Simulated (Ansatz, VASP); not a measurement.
# GaN: VASP beside Ansatz

```
CELL_PARAMETERS angstrom
3.37230 0.00000 0.00000
-1.68615 2.92050 0.00000
0.00000 0.00000 5.44660
ATOMIC_POSITIONS crystal
Ga 0.33333 0.66667 0.99930
Ga 0.66667 0.33333 0.49930
N 0.33333 0.66667 0.37570
N 0.66667 0.33333 0.87570
```

Alike in both runs: task single point; functional LDA; k mesh 12 × 12 × 6; occupations gaussian, width 0.05 eV; no spin polarisation.

```csv
,VASP,Ansatz
version,VASP 6.6.1,Ansatz 0.2.0
potentials or method,"VASP PAW LDA potentials, release 64 (Ga_d, N), cutoff 520 eV","scalar-relativistic, plane waves, PAW"
valence electrons in the cell,36,36
```

Ansatz gave:

| Property | Result |
| --- | --- |
| gap on the k mesh at the Fermi level (eV) | 0.85 |
| least direct gap on the mesh (eV) | 0.85 |
| pressure (GPa) | -25.5 |
| traceless stress, the component that is largest in VASP (GPa) | 1.42 |
| rms of the force components (eV/Å) | 0.022 |

Task: Which values does VASP return?

Result: gap on the k mesh at the Fermi level (eV): 0.87; least direct gap on the mesh (eV): 0.87; pressure (GPa): -24.9; traceless stress, the component that is largest in VASP (GPa): 1.43; rms of the force components (eV/Å): 0.023.

LDA's correlation is that of Perdew and Zunger in VASP and of Perdew and Wang (1992) in Ansatz. Atom by atom the forces differ by 0.001 eV/Å (rms over components).
